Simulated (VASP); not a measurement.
Pt: single point with LDA

Pt:

```
Pt
1.0
     0.00000    1.77193    2.06784
     1.77193    0.00000    2.06784
     1.77193    1.77193    0.00000
Pt
1
Direct
  0.00000 0.00000 0.00000
```

```json
{
 "Program": "VASP 6.6.1",
 "Task": "single point",
 "Functional": "LDA",
 "Potentials or basis": "VASP PAW LDA potentials, release 64 (Pt)",
 "Cutoff": "520 eV",
 "k mesh": "22 × 22 × 22",
 "Occupations": "gaussian, width 0.15 eV",
 "Spin": "no spin polarisation"
}
```

The pressure is 61.7 GPa and the band gap on the k mesh is zero (bands 5 and 6 overlap by 3.91 eV).

Stress tensor (GPa, compression positive):
```
75.59  0.00  0.00
 0.00 75.59  0.00
 0.00  0.00 34.05
```

Levels at points of the mesh, in eV from the Fermi level:
```tsv
k point	band 1	band 2	band 3	band 4	band 5	band 6	band 7	band 8	band 9	band 10
(0.00, 0.00, 0.00)	-11.92	-6.21	-3.78	-3.78	-3.57	-0.62	14.56	17.01	21.63	21.63
(0.50, 0.00, 0.00)	-8.93	-5.85	-3.74	-0.90	-0.22	0.55	7.51	13.27	19.42	21.53
(0.50, 0.50, 0.00)	-9.00	-8.37	-0.40	0.48	0.65	0.65	7.89	13.95	13.95	23.72
(0.50, 0.00, 0.50)	-8.83	-8.10	-0.42	-0.23	1.95	2.85	10.37	12.02	12.54	22.33
```

It took 2.2 min on 1 thread of Intel Xeon 8259CL, with other jobs on the host, peak memory 0.23 GiB.

Caveat: the stress differs along the axes, from 34 to 76 GPa; spin-orbit coupling is left out, which moves the levels of the heavy elements.
